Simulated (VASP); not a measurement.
Set up this calculation in VASP 6.6.1, as the native input.

- Task: single point
- Functional: r2SCAN
- Potentials or basis: VASP PAW PBE potentials, release 64 (Ga_d, P)
- Cutoff: 520 eV
- k mesh: 6 × 6 × 6
- Occupations: fermi-dirac, width 0.02 eV
- Spin: no spin polarisation
- Dipole correction: no
- Further INCAR settings: ALGO = Normal; EDIFF = 1e-06; NBANDS = 26

GaP:

```
Ga P
1.0
     1.94302    1.12180    6.43081
    -1.94302    1.12180    6.43081
     0.00000   -2.24360    6.43081
Ga P
2 2
Cartesian
  0.0000 0.0000 8.3993
  0.0000 0.0000 10.8931
  0.0000 0.0000 1.1072
  0.0000 0.0000 18.1852
```

These files were run (other wordings do the same):

POSCAR

```
GaP
1.0
    1.9430200000      1.1218000000      6.4308100000
   -1.9430200000      1.1218000000      6.4308100000
    0.0000000000     -2.2436000000      6.4308100000
Ga P
2 2
Direct
    0.4353700000      0.4353700000      0.4353700000
    0.5646300000      0.5646300000      0.5646300000
    0.0573900000      0.0573900000      0.0573900000
    0.9426100000      0.9426100000      0.9426100000
```

INCAR.step1

```
  ALGO = Normal
  EDIFF = 1E-4
  ENCUT = 520
  GGA = PE
  ISMEAR = -1
  LASPH = T
  LCHARG = F
  LREAL = F
  LWAVE = T
  NBANDS = 26
  NELM = 100
  PREC = Accurate
  SIGMA = 0.02
```

INCAR.step2

```
  ALGO = Normal
  EDIFF = 1E-6
  ENCUT = 520
  ISIF = 2
  ISMEAR = -1
  ISTART = 1
  LASPH = T
  LCHARG = F
  LMIXTAU = T
  LREAL = F
  LWAVE = F
  METAGGA = R2SCAN
  NBANDS = 26
  NELM = 100
  PREC = Accurate
  SIGMA = 0.02
```

KPOINTS

```
k-points
0
Gamma
  6 6 6
```

Potentials or basis: VASP PAW PBE potentials, release 64 (Ga_d, P).

Run with:

```console
$ cat potpaw_PBE.64/Ga_d/POTCAR potpaw_PBE.64/P/POTCAR > POTCAR
$ cp INCAR.step1 INCAR
$ mpirun -np 1 vasp_std > vasp.out
$ cp INCAR.step2 INCAR
$ mpirun -np 1 vasp_std > vasp.out
```

It gave:

```yaml
Pressure: -2.4 GPa
Largest_force: 0.058 eV/Å
Band_gap_on_the_k_mesh: 1.08 eV (least direct gap 1.48 eV)
```

Caveat: the PAW data sets were made with another functional, which shifts forces and pressure a little.

Run time: 9.7 min on 1 thread of Intel(R) Xeon(R) Platinum 8559C (Emerald Rapids) (shared host), peak memory 0.44 GiB.
